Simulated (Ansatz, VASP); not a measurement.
## One calculation of BiRu, two programs

```xyz
2
Lattice="3.4027 0.0000 0.0000 0.0000 3.4027 0.0000 0.0000 0.0000 3.4027" Properties=species:S:1:pos:R:3 pbc="T T T"
Bi    1.7014    1.7014    1.7014
Ru    0.0000    0.0000    0.0000
```

Alike in both runs: functional PBE; k mesh 6 × 6 × 6; occupations gaussian, width 0.1 eV; no spin polarisation.

Ansatz relaxed the structure, and its values are those at the end. VASP's run is a single point on that final structure, the one shown.

```csv
,VASP,Ansatz
version,VASP 6.6.1,Ansatz 0.2.0
potentials or method,"VASP PAW PBE potentials, release 64 (Bi_d, Ru_pv), cutoff 520 eV","scalar-relativistic, plane waves, PAW"
valence electrons in the cell,29,31
```

|  | VASP | Ansatz | Ansatz less VASP |
| --- | --- | --- | --- |
| gap on the k mesh at the Fermi level (eV) | none | none | - |
| pressure (GPa) | 0.0 | 0.0 | -0.01 |

A gap of «none» marks a metal or a gap that the smearing closes. The functional is the same, so the differences come from potentials, cutoffs and numerics. VASP's potentials hold 29 valence electrons a cell and Ansatz's 31, so a difference there can come from the potentials and not from the codes.

Spin-orbit coupling is off throughout.
